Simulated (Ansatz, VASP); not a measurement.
**One calculation of Mg, two programs**

Contents of INCAR:

```
ALGO = Normal
EDIFF = 1E-6
ENCUT = 520
GGA = PE
ISIF = 2
ISMEAR = -1
LASPH = T
LCHARG = F
LREAL = F
LWAVE = F
NBANDS = 9
NELM = 100
PREC = Accurate
SIGMA = 0.05
```

File KPOINTS:

```
k-points
0
Gamma
  12 12 7
```

Contents of POSCAR:

```
Mg
1.0
    3.2092715325     -0.0641854306     -0.0641854306
   -1.6602219797      2.8114033901     -0.0234934982
   -0.1042066000     -0.1042066000      5.2103300000
Mg
2
Direct
    0.3333333333      0.6666666667      0.2500000000
    0.6666666667      0.3333333333      0.7500000000
```

Input for Ansatz:

```yaml
crystal:
  lattice:
    - [3.2092715325, -0.0641854306, -0.0641854306]
    - [-1.6602219797, 2.8114033901, -0.0234934982]
    - [-0.1042066, -0.1042066, 5.21033]
  atoms:
    - { symbol: Mg, position: [0.3333333333, 0.6666666667, 0.25] }
    - { symbol: Mg, position: [0.6666666667, 0.3333333333, 0.75] }
kpoints:
  mp_grid: { grid: [12, 12, 7] }
scf:
  occupations: { method: fermi_dirac, width: 0.05 }
hamiltonian:
  xc: pbe
  pseudopotentials: { kind: all_electron, lapw: { basis_error: 0.001 } }
output:
  forces: true
  stress: true
  eigenvalues: true
```

Change from the starting cell: equal xy, yz and zx shear strains of -4 %.

Alike in both runs: task single point; functional PBE; k mesh 12 × 12 × 7; occupations fermi-dirac, width 0.05 eV; no spin polarisation.

```csv
,VASP,Ansatz
version,VASP 6.6.1,Ansatz 0.2.0
potentials or method,"VASP PAW PBE potentials, release 64 (Mg), cutoff 520 eV","all-electron LAPW, scalar-relativistic"
```

|  | VASP | Ansatz | Ansatz less VASP |
| --- | --- | --- | --- |
| pressure (GPa) | -0.4 | -0.3 | +0.11 |
| traceless stress, the component that is largest in VASP (GPa) | 0.78 | 0.77 | -0.003 |
| rms of the force components (eV/Å) | 0.028 | 0.028 | 0.0000 |

Atom by atom the forces differ by 0.000 eV/Å (rms over components). Ansatz ran all-electron here, and VASP with PAW potentials.
